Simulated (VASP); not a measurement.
# Ta (I4/mmm) in VASP: notebook

Ta is run at these levels: PBE; tasks: single point.

All numbers are computed with VASP 6.6.1; they aren't measurements. Logs are shortened: lines on timing, memory, paths and dates and some standing lists are left out, and cuts for length are marked.

## 1. The cell of the first run

The structure is tetragonal, space group I4/mmm (No. 139). Conventional cell: a = 3.402 Å, b = 3.402 Å, c = 3.303 Å, α = 90.00°, β = 90.00°, γ = 90.00°. Within 3.8 Å of Ta (site symmetry 4/mmm) lie 14 Ta at 2.92 to 3.40 Å.

## 2. Single point, PBE (strain +0.030 along x and y, +0.000 along z)

The input, INCAR:

```
PREC = Accurate
ENCUT = 520
EDIFF = 1E-6
ISMEAR = 0
SIGMA = 0.15
LREAL = F
LASPH = T
NELM = 100
ALGO = Fast
ISIF = 2
LWAVE = F
LCHARG = T
GGA = PE
LELF = T
LVHAR = T
NBANDS = 12
```

The input, KPOINTS:

```
Automatic mesh
0
Gamma
  20 20 20
```

The input, POSCAR:

```
Ta
1.0
   -1.7008184000      1.7008184000      1.6512800000
    1.7008184000     -1.7008184000      1.6512800000
    1.7008184000      1.7008184000     -1.6512800000
Ta
1
Direct
    0.0000000000      0.0000000000      0.0000000000
```

Potentials or basis: VASP PAW PBE potentials, release 64 (Ta_pv).

Command:

```console
$ cat potpaw_PBE.64/Ta_pv/POTCAR > POTCAR
$ mpirun -np 1 vasp_std > vasp.out
```

OUTCAR:

```text
PREC = Accurate
   ENCUT = 520
   EDIFF = 1E-6
   ISMEAR = 0
   LREAL = F
   LASPH = T
   NELM = 100
   ISIF = 2
   GGA = PE

 ion  position               nearest neighbor table
   1  0.000  0.000  0.000-

  LATTYP: Found a body centered tetragonal cell.
 ALAT       =     3.4016368000
 C/A-ratio  =     0.9708737864

  Lattice vectors:

 A1 = (  -1.7008184000,   1.7008184000,   1.6512800000)
 A2 = (   1.7008184000,  -1.7008184000,   1.6512800000)
 A3 = (   1.7008184000,   1.7008184000,  -1.6512800000)

Analysis of symmetry for initial positions (statically):
=====================================================================
 Subroutine PRICEL returns:
 Original cell was already a primitive cell.

 Routine SETGRP: Setting up the symmetry group for a
 body centered tetragonal supercell.

 Subroutine GETGRP returns: Found 16 space group operations
 (whereof 16 operations were pure point group operations)
 out of a pool of 16 trial point group operations.

The static configuration has the point symmetry D_4h.

Analysis of symmetry for dynamics (positions and initial velocities):
=====================================================================
 Subroutine PRICEL returns:
 Original cell was already a primitive cell.

 Routine SETGRP: Setting up the symmetry group for a
 body centered tetragonal supercell.

 Subroutine GETGRP returns: Found 16 space group operations
 (whereof 16 operations were pure point group operations)
 out of a pool of 16 trial point group operations.

The dynamic configuration has the point symmetry D_4h.

 Subroutine INISYM returns: Found 16 space group operations
 (whereof 16 operations are pure point group operations),
 and found     1 'primitive' translations

----------------------------------------------------------------------------------------

                                     Primitive cell

  volume of cell :      19.1072

  direct lattice vectors                    reciprocal lattice vectors
    -1.700818400  1.700818400  1.651280000     0.000000000  0.293976123  0.302795407
     1.700818400 -1.700818400  1.651280000     0.293976123  0.000000000  0.302795407
     1.700818400  1.700818400 -1.651280000     0.293976123  0.293976123  0.000000000

  length of vectors
     2.917583263  2.917583263  2.917583263     0.422027274  0.422027274  0.415745021

  position of ions in fractional coordinates (direct lattice)
     0.000000000  0.000000000  0.000000000

  ion indices of the primitive-cell ions
   primitive index   ion index
                 1           1

----------------------------------------------------------------------------------------

 KPOINTS: Automatic mesh

Automatic generation of k-mesh.
 Grid dimensions read from file:
 generate k-points for:   20   20   20

 Generating k-lattice:

  Cartesian coordinates                     Fractional coordinates (reciprocal lattice)
     0.000000000  0.014698806  0.015139770     0.050000000  0.000000000  0.000000000
     0.014698806  0.000000000  0.015139770     0.000000000  0.050000000  0.000000000
     0.014698806  0.014698806  0.000000000     0.000000000  0.000000000  0.050000000

  Length of vectors
     0.021101364  0.021101364  0.020787251

  Shift w.r.t. Gamma in fractional coordinates (k-lattice)
     0.000000000  0.000000000  0.000000000

 Subroutine IBZKPT returns following result:
 ===========================================

 Found    641 irreducible k-points:

 Following reciprocal coordinates:
            Coordinates               Weight
  0.000000  0.000000  0.000000      1.000000
  0.050000  0.000000 -0.000000      8.000000
  0.100000  0.000000 -0.000000      8.000000
  0.150000  0.000000 -0.000000      8.000000
  0.200000  0.000000 -0.000000      8.000000
  0.250000  0.000000 -0.000000      8.000000
[... 16 lines left out ...]
 -0.400000  0.050000  0.000000     16.000000
 -0.350000  0.050000  0.000000     16.000000
 [... further k-points ...]
   k-points           NKPTS =    641   k-points in BZ     NKDIM =    641   number of bands    NBANDS=     12
   number of dos      NEDOS =    301   number of ions     NIONS =      1
   total plane-waves  NPLWV =  13824
   dimension x,y,z NGX =    24 NGY =   24 NGZ =   24
   dimension x,y,z NGXF=    48 NGYF=   48 NGZF=   48
   ions per type =               1
   NGX,Y,Z   is equivalent  to a cutoff of  13.68, 13.68, 13.68 a.u.
   NGXF,Y,Z  is equivalent  to a cutoff of  27.35, 27.35, 27.35 a.u.
 SYSTEM =  unknown system
   PREC   = accura    normal or accurate (medium, high low for compatibility)
   ISTART =      0    job   : 0-new  1-cont  2-samecut
   ICHARG =      2    charge: 1-file 2-atom 10-const
   ISPIN  =      1    spin polarized calculation?
   LNONCOLLINEAR =      F non collinear calculations
   LSORBIT =      F    spin-orbit coupling
   LASPH  =      T    aspherical Exc in radial PAW
   ENCUT  =  520.0 eV  38.22 Ry    6.18 a.u.   5.42  5.42  5.42*2*pi/ulx,y,z
   NELM   =    100;   NELMIN=  2; NELMDL= -5     # of ELM steps
   EDIFF  = 0.1E-05   stopping-criterion for ELM
   LREAL  =      F    real-space projection
   EDIFFG = 0.1E-04   stopping-criterion for IOM
   NSW    =      0    number of steps for IOM
   IBRION =     -1    ionic relax: 0-MD 1-quasi-New 2-CG
   NFREE  =      0    steps in history (QN), initial steepest desc. (CG)
   ISIF   =      2    stress and relaxation
   ISYM   =      2    0-nonsym 1-usesym 2-fastsym
   POTIM  = 0.5000    time-step for ionic-motion
   TEBEG  =    0.0;   TEEND  =   0.0 temperature during run
   PSTRESS=    0.0 pullay stress
   NELECT =      11.0000    total number of electrons
   NUPDOWN=      -1.0000    fix difference up-down
   EMIN   =  10.00;   EMAX   =-10.00  energy-range for DOS
   EFERMI =   0.00;   METHOD = LEGACY
   ISMEAR =     0;   SIGMA  =   0.15  broadening in eV -4-tet -1-fermi 0-gaus
   EFERMI_NEDOS =   21; number of points for ismear=-14 and -15
   IALGO  =     68    algorithm
   IMIX   =      4    mixing-type and parameters
     AMIX     =   0.40;   BMIX     =  1.00
     AMIX_MAG =   1.60;   BMIX_MAG =  1.00
  volume/ion in A,a.u.               =      19.11       128.94
  Fermi-wavevector in a.u.,A,eV,Ry     =   1.361884  2.573588 25.235115  1.854729
  Thomas-Fermi vector in A             =   2.488422
   LORBIT       =      0    0 simple, 1 ext, 2 COOP (PROOUT), +10 PAW based schemes
   GGA     = PE    functional components
   LHFCALC =     F    Hartree Fock is set to
   AEXX    =    0.0000 exact exchange contribution
   IVDW    =     0    specifies the selected vdW correction
   LEPSILON=     F    determine dielectric tensor
   LRPA    =     F    only Hartree local field effects (RPA)
 non-spin polarized calculation
 RMM-DIIS sequential band-by-band and
 Gauss-broadening in eV      SIGMA  =   0.15
  energy-cutoff  :      520.00
  volume of cell :       19.11
 maximum number of plane-waves:       531
 NGX is ok and might be reduce to    24
   NGX = 11   NGY = 11   NGZ = 11

 number of electron      10.9999999 magnetization

 Free energy of the ion-electron system (eV)
  ---------------------------------------------------
  ext. energy  EPLUGINS =         0.00000000
  ---------------------------------------------------
  free energy    TOTEN  =       -11.79701870 eV

  energy without entropy =      -11.78140800  energy(sigma->0) =      -11.78921335

 E-fermi :   5.0231     XC(G=0): -12.3194

 val. band max:        5.0227975660   @ k =  -0.1500  -0.1500   0.0500
 cond. band min:       5.0304016416   @ k =   0.1500   0.0500   0.0500
 fundamental gap:      0.0076040757
 Fermi energy:         5.0231299773

 k-point     1 :       0.0000    0.0000    0.0000
  band No.  band energies     occupation
      1     -28.2923      2.00000
      2     -28.2923      2.00000
      3     -28.2849      2.00000
      4      -2.6676      2.00000
      5       5.5170      0.00000
      6       5.8724      0.00000
      7       5.8724      0.00000
      8       8.5631      0.00000
      9       9.0462      0.00000
     10      19.5852      0.00000
     11      19.5852      0.00000
     12      20.1124      0.00000

 k-point     2 :       0.0500    0.0000   -0.0000
  band No.  band energies     occupation
      1     -28.3144      2.00000
      2     -28.3005      2.00000
      3     -28.2885      2.00000
      4      -2.5620      2.00000
      5       5.5182      0.00000
      6       5.8499      0.00000
      7       5.9029      0.00000
      8       8.5402      0.00000
      9       8.9626      0.00000
     10      19.7624      0.00000
     11      19.7735      0.00000
     12      20.2932      0.00000

 k-point     3 :       0.1000    0.0000   -0.0000
  band No.  band energies     occupation
      1     -28.3871      2.00000
      2     -28.3239      2.00000
      3     -28.2899      2.00000
      4      -2.2531      2.00000
      5       5.3939      0.00047
      6       5.7618      0.00000
      7       6.1339      0.00000
      8       8.4444      0.00000
      9       8.8261      0.00000
     10      20.1126      0.00000
     11      20.3226      0.00000
     12      20.8685      0.00000

 k-point     4 :       0.1500    0.0000   -0.0000
  band No.  band energies     occupation
      1     -28.4992      2.00000
      2     -28.3603      2.00000
      3     -28.2914      2.00000
      4      -1.7655      2.00000
      5       5.1299      0.31414
      6       5.5681      0.00000
      7       6.6078      0.00000
      8       8.3095      0.00000
      9       8.7888      0.00000
     10      20.3914      0.00000
     11      21.1923      0.00000
     12      21.5973      0.00000

 k-point     5 :       0.2000    0.0000   -0.0000
  band No.  band energies     occupation
      1     -28.6377      2.00000
      2     -28.4058      2.00000
      3     -28.2934      2.00000
      4      -1.1447      2.00000
      5       4.8039      1.96122
      6       5.2799      0.01547
      7       7.2775      0.00000
      8       8.2827      0.00000
      9       8.8355      0.00000
     10      19.5039      0.00000
     11      20.3315      0.00000
     12      21.8929      0.00000
[... 228 lines left out ...]
      1     -29.2376      2.00000
      2     -28.6188      2.00000
      3     -28.3120      2.00000
      4       0.9793      2.00000
      5       3.5517      2.00000
      6       6.2223      0.00000
      7       8.7274      0.00000
      8       9.7979      0.00000
      9      12.2748      0.00000
     10      15.8279      0.00000
     11      16.8544      0.00000
     12      20.7517      0.00000

 k-point    22 :      -0.4500    0.0500    0.0000
  band No.  band energies     occupation
      1     -29.1949      2.00000
      2     -28.6031      2.00000
      3     -28.3107      2.00000
      4       0.9448      2.00000
      5       3.6349      2.00000
      6       5.7787      0.00000
      7       8.7915      0.00000
      8       9.6322      0.00000
      9      11.6864      0.00000
     10      16.3929      0.00000
     11      17.2747      0.00000
     12      21.5048      0.00000

 k-point    23 :      -0.4000    0.0500    0.0000
  band No.  band energies     occupation
      1     -29.1137      2.00000
      2     -28.5730      2.00000
      3     -28.3089      2.00000
      4       0.8093      2.00000
      5       3.7953      2.00000
      6       5.2296      0.05157
      7       8.7705      0.00000
      8       9.4069      0.00000
      9      10.7588      0.00000
     10      17.2568      0.00000
     11      18.1438      0.00000
     12      19.5150      0.00000

 k-point    24 :      -0.3500    0.0500    0.0000
  band No.  band energies     occupation
      1     -29.0005      2.00000
      2     -28.5313      2.00000
      3     -28.3067      2.00000
      4       0.4748      2.00000
      5       4.0248      2.00000
      6       4.8835      1.81185
      7       8.5949      0.00000
      8       9.2228      0.00000
      9       9.7288      0.00000
     10      18.2124      0.00000
     11      19.3473      0.00000
     12      19.5599      0.00000

 [... further k-points ...]

------------------------ aborting loop because EDIFF is reached ----------------------------------------

  FORCE on cell =-STRESS in cart. coord.  units (eV):
  Direction    XX          YY          ZZ          XY          YZ          ZX
  --------------------------------------------------------------------------------------
  -------------------------------------------------------------------------------------
  Total       -1.0332930     -1.0332930     -0.7072612      0.0000000      0.0000000      0.0000000
  in kB      -86.6437980    -86.6437980    -59.3053432      0.0000000      0.0000000      0.0000000
  external PRESSURE =     -77.5309797 kB  Pullay stress =       0.0000000 kB

 VOLUME and BASIS-vectors are now :
 -----------------------------------------------------------------------------
  energy-cutoff  :      520.00
  volume of cell :       19.11
      direct lattice vectors                 reciprocal lattice vectors
    -1.700818400  1.700818400  1.651280000     0.000000000  0.293976123  0.302795407
     1.700818400 -1.700818400  1.651280000     0.293976123  0.000000000  0.302795407
     1.700818400  1.700818400 -1.651280000     0.293976123  0.293976123  0.000000000

 POSITION                                       TOTAL-FORCE (eV/Angst)
 -----------------------------------------------------------------------------------
      0.00000      0.00000      0.00000         0.000000     -0.000000      0.000000
 -----------------------------------------------------------------------------------
    total drift:                                0.000000      0.000000     -0.000000

  FREE ENERGIE OF THE ION-ELECTRON SYSTEM (eV)
  ---------------------------------------------------
  free  energy   TOTEN  =       -11.7970186983 eV

  energy  without entropy=      -11.7814079952  energy(sigma->0) =      -11.78921335
```

Wall time 46 s (1 thread of Intel Xeon 6975P-C (Granite Rapids), shared host); peak memory 0.25 GiB.

Results:

| Quantity | Value |
| --- | --- |
| Free energy | -11.7970 eV |
| Pressure | -7.8 GPa |
| Band gap on the k mesh | zero (an odd number of electrons rules out a gap without spin polarisation) |

Stress tensor (GPa, compression positive):
```
-8.66  0.00  0.00
 0.00 -8.66  0.00
 0.00  0.00 -5.93
```

Levels at points of the mesh, in eV from the Fermi level:
| k point | band 3 | band 4 | band 5 | band 6 | band 7 | band 8 | band 9 | band 10 |
| --- | --- | --- | --- | --- | --- | --- | --- | --- |
| (0.00, 0.00, 0.00) | -33.31 | -7.69 | 0.49 | 0.85 | 0.85 | 3.54 | 4.02 | 14.56 |
| (0.50, 0.00, 0.00) | -33.33 | -4.12 | -1.50 | 1.41 | 3.73 | 4.74 | 7.24 | 10.85 |
| (0.50, 0.50, 0.00) | -33.31 | -4.15 | -1.13 | 1.20 | 3.33 | 4.44 | 7.17 | 10.68 |
| (0.50, 0.50, 0.50) | -33.95 | -3.51 | -3.43 | 6.32 | 6.32 | 6.43 | 7.88 | 7.88 |

Caveat: the cell differs from its parent crystal (strain +0.030 along x and y, +0.000 along z); the cell stands under tension; spin-orbit coupling is left out, which moves the levels of the heavy elements.

(Part 1 of 3 ends here.)
